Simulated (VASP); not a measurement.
Runs of VASP 6.6.1 on Nb. The structure is that of space group Pm-3m (No. 221), or close to it. The cells are those of the table. 

```tsv
task	level	potentials or basis	cell	cutoff (eV)	smearing	k mesh for the DOS	occupations for the DOS	gap on the mesh (eV)	pressure (GPa)
single point	LDA	VASP PAW LDA potentials, release 64 (Nb_sv)	a = 2.362 Å, 1 atom	520	fermi-dirac 0.05 eV	-	-	none	110.2
single point	LDA	VASP PAW LDA potentials, release 64 (Nb_sv)	a = 2.111 Å, 1 atom	520	fermi-dirac 0.05 eV	-	-	none	419.3
single point	LDA	VASP PAW LDA potentials, release 64 (Nb_sv)	a = 2.470 Å, 1 atom	520	fermi-dirac 0.05 eV	-	-	none	(b)
single point	LDA	VASP PAW LDA potentials, release 64 (Nb_sv)	a = 2.470 Å, 1 atom	500	fermi-dirac 0.05 eV	-	-	none	52.5
single point	PBEsol	VASP PAW PBE potentials, release 64 (Nb_sv)	a = 2.660 Å, 1 atom	520	methfessel-paxton 0.005 eV	-	-	none	(a)
```

Alike in all rows: no spin polarisation; k mesh 14 × 14 × 14.

Problem. Fill in the values left out.

Solution. (a) 3.3; (b) 52.6.

Caveats: the PAW data sets were made with another functional, which shifts forces and pressure a little (some runs).

A k mesh can miss the band edges, and the runs leave out spin-orbit coupling on Nb.

A gap of «none» marks levels without a gap at the run's occupations.
